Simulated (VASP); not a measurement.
# ZnGe3O4 (P1) in VASP: single point with PBEsol

Aim: the single point of ZnGe3O4 with PBEsol.

Program: VASP 6.6.1. These are calculated values, not measurements. Logs are shortened: lines on timing, memory, paths and dates and some standing lists are left out, and cuts for length are marked.

### 1 The cell of the first run

The typed cell holds 8 atoms: a = 5.009 Å, b = 4.818 Å, c = 5.119 Å, α = 99.25°, β = 92.32°, γ = 76.89°.

### 2 Single point, PBEsol

Contents of INCAR:

```
ALGO = Normal ; EDIFF = 1E-7
ENCUT = 520 ; GGA = PS
ISIF = 2 ; ISMEAR = -1
LASPH = T ; LCHARG = T
LELF = T ; LREAL = F
LVHAR = T ; LWAVE = F
NBANDS = 49 ; NELM = 60
PREC = Accurate ; SIGMA = 0.05
```

Contents of KPOINTS:

```
k-points
0
Gamma
  4 4 4
```

Contents of POSCAR:

```
ZnGe3O4
1.0
    4.9769104724      0.5629897973     -0.0786030080
    0.5539157270      4.7693319029     -0.3954672762
   -0.0832310316     -0.3981619914      5.1029848836
Zn Ge O
1 3 4
Direct
    0.0165409859     -0.0419611017     -0.0031081811
   -0.0381161007      0.4787384633      0.5665529249
    0.5334246359      0.1167062992      0.3760936643
    0.5429536021      0.5086090819      0.0329869582
    0.1572605626      0.1234557526      0.3483970891
    0.6470685016      0.8624320140      0.0586056810
    0.2502014025      0.6153892555      0.7910568906
    0.8553428998      0.3047999901      0.8432370257
```

Potentials or basis: VASP PAW PBE potentials, release 64 (Zn, Ge_d, O).

Started as:

```console
> cat potpaw_PBE.64/Zn/POTCAR potpaw_PBE.64/Ge_d/POTCAR potpaw_PBE.64/O/POTCAR > POTCAR
> mpirun -np 1 vasp_std > vasp.out
```

OUTCAR:

```text
EDIFF = 1E-7
   ENCUT = 520
   GGA = PS
   ISIF = 2
   ISMEAR = -1
   LASPH = T
   LREAL = F
   NELM = 60
   PREC = Accurate

 ion  position               nearest neighbor table
   1  0.017  0.958  0.997-   8 1.95   7 1.97   5 2.02   6 2.05   2 2.98
   2  0.962  0.479  0.567-   8 1.91   5 1.96   7 1.97   1 2.98
   3  0.533  0.117  0.376-   5 1.88   6 1.89   4 2.79
   4  0.543  0.509  0.033-   8 1.86   6 1.88   7 1.91   3 2.79
   5  0.157  0.123  0.348-   3 1.88   2 1.96   1 2.02
   6  0.647  0.862  0.059-   4 1.88   3 1.89   1 2.05
   7  0.250  0.615  0.791-   4 1.91   1 1.97   2 1.97
   8  0.855  0.305  0.843-   4 1.86   2 1.91   1 1.95

  LATTYP: Found a triclinic cell.
 ALAT       =     4.8176491984
 B/A-ratio  =     1.0397745004
 C/A-ratio  =     1.0625869835
 COS(alpha) =     0.0405370714
 COS(beta)  =     0.1606955427
 COS(gamma) =     0.2267841476

  Lattice vectors:

 A1 = (   0.5539157270,   4.7693319029,  -0.3954672762)
 A2 = (   4.9769104724,   0.5629897973,  -0.0786030080)
 A3 = (   0.0832310316,   0.3981619914,  -5.1029848836)

Analysis of symmetry for initial positions (statically):
=====================================================================
 Subroutine PRICEL returns:
 Original cell was already a primitive cell.

 Routine SETGRP: Setting up the symmetry group for a
 triclinic supercell.

 Subroutine GETGRP returns: Found  1 space group operations
 (whereof  1 operations were pure point group operations)
 out of a pool of  2 trial point group operations.

The static configuration has the point symmetry C_1 .

Analysis of symmetry for dynamics (positions and initial velocities):
=====================================================================
 Subroutine PRICEL returns:
 Original cell was already a primitive cell.

 Routine SETGRP: Setting up the symmetry group for a
 triclinic supercell.

 Subroutine GETGRP returns: Found  1 space group operations
 (whereof  1 operations were pure point group operations)
 out of a pool of  2 trial point group operations.

The dynamic configuration has the point symmetry C_1 .

 Subroutine INISYM returns: Found  1 space group operations
 (whereof  1 operations are pure point group operations),
 and found     1 'primitive' translations

----------------------------------------------------------------------------------------

                                     Primitive cell

  volume of cell :     118.7568

  direct lattice vectors                    reciprocal lattice vectors
     4.976910472  0.562989797 -0.078603008     0.203612439 -0.023524612  0.001485457
     0.553915727  4.769331903 -0.395467276    -0.023928153  0.213802910  0.016291764
    -0.083231032 -0.398161991  5.102984884     0.001281946  0.016206779  0.197249187

  length of vectors
     5.009268788  4.817649198  5.119171329     0.204972289  0.215753708  0.197918026

  position of ions in fractional coordinates (direct lattice)
     0.016540986  0.958038898  0.996891819
     0.961883899  0.478738463  0.566552925
     0.533424636  0.116706299  0.376093664
     0.542953602  0.508609082  0.032986958
     0.157260563  0.123455753  0.348397089
     0.647068502  0.862432014  0.058605681
     0.250201402  0.615389255  0.791056891
     0.855342900  0.304799990  0.843237026

  ion indices of the primitive-cell ions
   primitive index   ion index
                 1           1
                 2           2
                 3           3
                 4           4
                 5           5
                 6           6
                 7           7
                 8           8

----------------------------------------------------------------------------------------

 KPOINTS: k-points

Automatic generation of k-mesh.
 Grid dimensions read from file:
 generate k-points for:    4    4    4

 Generating k-lattice:

  Cartesian coordinates                     Fractional coordinates (reciprocal lattice)
     0.050903110 -0.005881153  0.000371364     0.250000000 -0.000000000  0.000000000
    -0.005982038  0.053450728  0.004072941     0.000000000  0.250000000  0.000000000
     0.000320486  0.004051695  0.049312297     0.000000000  0.000000000  0.250000000

  Length of vectors
     0.051243072  0.053938427  0.049479506

  Shift w.r.t. Gamma in fractional coordinates (k-lattice)
     0.000000000  0.000000000  0.000000000

 Subroutine IBZKPT returns following result:
 ===========================================

 Found     36 irreducible k-points:

 Following reciprocal coordinates:
            Coordinates               Weight
  0.000000  0.000000  0.000000      1.000000
  0.250000  0.000000 -0.000000      2.000000
  0.500000  0.000000 -0.000000      1.000000
  0.000000  0.250000  0.000000      2.000000
  0.250000  0.250000  0.000000      2.000000
  0.500000  0.250000  0.000000      2.000000
[... 16 lines left out ...]
 -0.000000 -0.250000  0.250000      2.000000
  0.250000 -0.250000  0.250000      2.000000
 [... further k-points ...]
   k-points           NKPTS =     36   k-points in BZ     NKDIM =     36   number of bands    NBANDS=     49
   number of dos      NEDOS =    301   number of ions     NIONS =      8
   total plane-waves  NPLWV =  57600
   dimension x,y,z NGX =    40 NGY =   36 NGZ =   40
   dimension x,y,z NGXF=    80 NGYF=   72 NGZF=   80
   ions per type =               1   3   4
   NGX,Y,Z   is equivalent  to a cutoff of  13.28, 12.42, 12.99 a.u.
   NGXF,Y,Z  is equivalent  to a cutoff of  26.55, 24.85, 25.98 a.u.
 SYSTEM =  unknown system
   PREC   = accura    normal or accurate (medium, high low for compatibility)
   ISTART =      0    job   : 0-new  1-cont  2-samecut
   ICHARG =      2    charge: 1-file 2-atom 10-const
   ISPIN  =      1    spin polarized calculation?
   LNONCOLLINEAR =      F non collinear calculations
   LSORBIT =      F    spin-orbit coupling
   LASPH  =      T    aspherical Exc in radial PAW
   ENCUT  =  520.0 eV  38.22 Ry    6.18 a.u.   9.31  8.96  9.52*2*pi/ulx,y,z
   NELM   =     60;   NELMIN=  2; NELMDL= -5     # of ELM steps
   EDIFF  = 0.1E-06   stopping-criterion for ELM
   LREAL  =      F    real-space projection
   EDIFFG = 0.1E-05   stopping-criterion for IOM
   NSW    =      0    number of steps for IOM
   IBRION =     -1    ionic relax: 0-MD 1-quasi-New 2-CG
   NFREE  =      0    steps in history (QN), initial steepest desc. (CG)
   ISIF   =      2    stress and relaxation
   ISYM   =      2    0-nonsym 1-usesym 2-fastsym
   POTIM  = 0.5000    time-step for ionic-motion
   TEBEG  =    0.0;   TEEND  =   0.0 temperature during run
   PSTRESS=    0.0 pullay stress
   NELECT =      78.0000    total number of electrons
   NUPDOWN=      -1.0000    fix difference up-down
   EMIN   =  10.00;   EMAX   =-10.00  energy-range for DOS
   EFERMI =   0.00;   METHOD = LEGACY
   ISMEAR =    -1;   SIGMA  =   0.05  broadening in eV -4-tet -1-fermi 0-gaus
   EFERMI_NEDOS =   21; number of points for ismear=-14 and -15
   IALGO  =     38    algorithm
   IMIX   =      4    mixing-type and parameters
     AMIX     =   0.40;   BMIX     =  1.00
     AMIX_MAG =   1.60;   BMIX_MAG =  1.00
  volume/ion in A,a.u.               =      14.84       100.18
  Fermi-wavevector in a.u.,A,eV,Ry     =   1.423050  2.689175 27.552768  2.025071
  Thomas-Fermi vector in A             =   2.543689
   LORBIT       =      0    0 simple, 1 ext, 2 COOP (PROOUT), +10 PAW based schemes
   GGA     = PS    functional components
   LHFCALC =     F    Hartree Fock is set to
   AEXX    =    0.0000 exact exchange contribution
   IVDW    =     0    specifies the selected vdW correction
   LEPSILON=     F    determine dielectric tensor
   LRPA    =     F    only Hartree local field effects (RPA)
 non-spin polarized calculation
  energy-cutoff  :      520.00
  volume of cell :      118.76
 maximum number of plane-waves:      3216
 NGX is ok and might be reduce to    40
   NGX = 19   NGY = 17   NGZ = 19

 number of electron      77.9999987 magnetization

 Free energy of the ion-electron system (eV)
  ---------------------------------------------------
  ext. energy  EPLUGINS =         0.00000000
  ---------------------------------------------------
  free energy    TOTEN  =       -46.55556539 eV

  energy without entropy =      -46.55556539  energy(sigma->0) =      -46.55556539

 E-fermi :   4.0530     XC(G=0): -10.3874

 val. band max:        3.1299690210   @ k =   0.5000   0.5000   0.5000
 cond. band min:       4.9444116829   @ k =  -0.2500   0.2500   0.2500
 fundamental gap:      1.8144426619
 Fermi energy:         4.0529823782

 k-point     1 :       0.0000    0.0000    0.0000
  band No.  band energies     occupation
      1     -21.1383      2.00000
      2     -21.1128      2.00000
      3     -20.9763      2.00000
      4     -20.9375      2.00000
      5     -20.9295      2.00000
      6     -20.9160      2.00000
[... 41 lines left out ...]
     48      10.6518      0.00000
     49      11.6626      0.00000

 k-point     2 :       0.2500    0.0000   -0.0000
  band No.  band energies     occupation
      1     -21.1393      2.00000
      2     -21.1081      2.00000
      3     -20.9763      2.00000
      4     -20.9358      2.00000
      5     -20.9294      2.00000
      6     -20.9150      2.00000
[... 41 lines left out ...]
     48      10.6456      0.00000
     49      11.0218      0.00000

 k-point     3 :       0.5000    0.0000   -0.0000
  band No.  band energies     occupation
      1     -21.1401      2.00000
      2     -21.1033      2.00000
      3     -20.9764      2.00000
      4     -20.9329      2.00000
      5     -20.9268      2.00000
      6     -20.9179      2.00000
[... 41 lines left out ...]
     48      10.4026      0.00000
     49      10.9268      0.00000

 k-point     4 :       0.0000    0.2500    0.0000
  band No.  band energies     occupation
      1     -21.1392      2.00000
      2     -21.1114      2.00000
      3     -20.9762      2.00000
      4     -20.9373      2.00000
      5     -20.9276      2.00000
      6     -20.9138      2.00000
[... 977 lines left out ...]
     48      10.9014      0.00000
     49      11.2746      0.00000

 k-point    23 :      -0.0000   -0.2500    0.2500
  band No.  band energies     occupation
      1     -21.1387      2.00000
      2     -21.1093      2.00000
      3     -20.9756      2.00000
      4     -20.9377      2.00000
      5     -20.9331      2.00000
      6     -20.9076      2.00000
[... 41 lines left out ...]
     48      10.4926      0.00000
     49      11.4459      0.00000

 k-point    24 :       0.2500   -0.2500    0.2500
  band No.  band energies     occupation
      1     -21.1397      2.00000
      2     -21.1043      2.00000
      3     -20.9754      2.00000
      4     -20.9363      2.00000
      5     -20.9301      2.00000
      6     -20.9116      2.00000
[... 41 lines left out ...]
     48      11.0758      0.00000
     49      11.2534      0.00000

 [... further k-points ...]

------------------------ aborting loop because EDIFF is reached ----------------------------------------

  FORCE on cell =-STRESS in cart. coord.  units (eV):
  Direction    XX          YY          ZZ          XY          YZ          ZX
  --------------------------------------------------------------------------------------
  -------------------------------------------------------------------------------------
  Total        0.1266649      0.1301068      0.1272665     -0.0543270      0.0329044      0.0175047
  in kB        1.7088665      1.7553030      1.7169828     -0.7329385      0.4439206      0.2361602
  external PRESSURE =       1.7270508 kB  Pullay stress =       0.0000000 kB

 VOLUME and BASIS-vectors are now :
 -----------------------------------------------------------------------------
  energy-cutoff  :      520.00
  volume of cell :      118.76
      direct lattice vectors                 reciprocal lattice vectors
     4.976910472  0.562989797 -0.078603008     0.203612439 -0.023524612  0.001485457
     0.553915727  4.769331903 -0.395467276    -0.023928153  0.213802910  0.016291764
    -0.083231032 -0.398161991  5.102984884     0.001281946  0.016206779  0.197249187

 POSITION                                       TOTAL-FORCE (eV/Angst)
 -----------------------------------------------------------------------------------
      0.53002      4.18159      4.70695         0.000466     -0.007013      0.017672
      5.00524      2.59921      2.62618        -0.019382      0.015372     -0.021503
      2.68815      0.70718      1.83112         0.010811      0.009894      0.013975
      2.98121      2.71827     -0.07548         0.000950     -0.007681      0.015655
      0.82206      0.53862      1.71668         0.010313      0.002023      0.026509
      3.69324      4.45418     -0.09286        -0.025098     -0.020969      0.000410
      1.52026      2.76089      3.77372         0.032423     -0.043255     -0.025831
      4.35562      1.59950      4.11525        -0.010484      0.051629     -0.026887
 -----------------------------------------------------------------------------------
    total drift:                                0.001692     -0.000601      0.001804

  FREE ENERGIE OF THE ION-ELECTRON SYSTEM (eV)
  ---------------------------------------------------
  free  energy   TOTEN  =       -46.5555653931 eV

  energy  without entropy=      -46.5555653901  energy(sigma->0) =      -46.55556539
```

Run time: 3.7 min. Hardware: 1 thread of Intel Xeon Platinum 8259CL at 2.50GHz (Skylake/Cascade Lake), shared host; peak memory 0.33 GiB.

Results:

```
Free energy            : -46.5556 eV
Pressure               : 0.2 GPa
Largest force          : 0.060 eV/Å
Band gap on the k mesh : 1.81 eV (least direct gap 1.99 eV)
```

Forces in eV/Å, atoms in the order of the input:
```
Zn   0.000 -0.007  0.018
Ge  -0.019  0.015 -0.022
Ge   0.011  0.010  0.014
Ge   0.001 -0.008  0.016
O    0.010  0.002  0.027
O   -0.025 -0.021  0.000
O    0.032 -0.043 -0.026
O   -0.010  0.052 -0.027
```

Stress tensor (GPa, compression positive):
```
 0.17 -0.07  0.02
-0.07  0.18  0.04
 0.02  0.04  0.17
```

Caveat: the PAW data sets were made with another functional, which shifts forces and pressure a little.
